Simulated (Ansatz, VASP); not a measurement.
**One calculation of CoCl3, two programs**

Contents of INCAR:

```
PREC = Accurate
ENCUT = 520
EDIFF = 1E-7
ISMEAR = 0
SIGMA = 0.1
LREAL = False
LASPH = True
NELM = 150
ALGO = Normal
ISIF = 2
LWAVE = False
LCHARG = True
ISPIN = 2
MAGMOM = 3 0 0 0
LORBIT = 11
LMAXMIX = 4
GGA = PE
LELF = True
LVHAR = True
NBANDS = 27
```

The input KPOINTS:

```
Automatic mesh
0
Gamma
  6 6 6
```

Contents of POSCAR:

```
CoCl3
1.0
   -2.1442994818      2.1442994818      4.7898637774
    2.1442994818     -2.1442994818      4.7898637774
    2.1442994818      2.1442994818     -4.7898637774
Co Cl
1 3
Direct
    0.0000000000      0.0000000000      0.0000000000
    0.5000000000      0.5000000000      0.0000000000
    0.2500000000      0.7500000000      0.5000000000
    0.7500000000      0.2500000000      0.5000000000
```

Input for Ansatz:

```yaml
crystal:
  lattice:
    - [-2.1442994818, 2.1442994818, 4.7898637774]
    - [2.1442994818, -2.1442994818, 4.7898637774]
    - [2.1442994818, 2.1442994818, -4.7898637774]
  atoms:
    - { symbol: Co, position: [0.0, 0.0, 0.0], spin: 3.0 }
    - { symbol: Cl, position: [0.5, 0.5, 0.0] }
    - { symbol: Cl, position: [0.25, 0.75, 0.5] }
    - { symbol: Cl, position: [0.75, 0.25, 0.5] }
basis:
  ecutwfc: 420
kpoints:
  mp_grid: { grid: [6, 6, 6] }
hamiltonian:
  xc: pbe
scf:
  occupations: { method: gaussian, width: 0.1 }
  lower_state_search: "off"
output:
  forces: true
  stress: true
  eigenvalues: true
  populations: true
magnetization:
  spin_polarized: true
```

Alike in both runs: task single point; functional PBE; k mesh 6 × 6 × 6; occupations gaussian, width 0.1 eV; collinear spin.

|  | VASP | Ansatz |
| --- | --- | --- |
| version | VASP 6.6.1 | Ansatz 0.2.0 |
| potentials or method | VASP PAW PBE potentials, release 64 (Co, Cl), cutoff 520 eV | scalar-relativistic, plane waves, PAW |
| valence electrons in the cell | 30 | 38 |

Ansatz gave:

- gap on the k mesh at the Fermi level (eV): none
- pressure (GPa): -3.7
- traceless stress, the component that is largest in VASP (GPa): 1.98
- net moment per atom (μB): 0.95
- size of the moment on the site where the two differ most (μB): 2.56

Estimate VASP's values.

gap on the k mesh at the Fermi level (eV): none; pressure (GPa): -3.7; traceless stress, the component that is largest in VASP (GPa): 1.96; net moment per atom (μB): 0.96; size of the moment on the site where the two differ most (μB): 2.50.

Site moments also hang on the region over which each program counts them. A gap of «none» marks a metal or a gap that the smearing closes. VASP's potentials hold 30 valence electrons a cell and Ansatz's 38, so a difference there can come from the potentials and not from the codes.
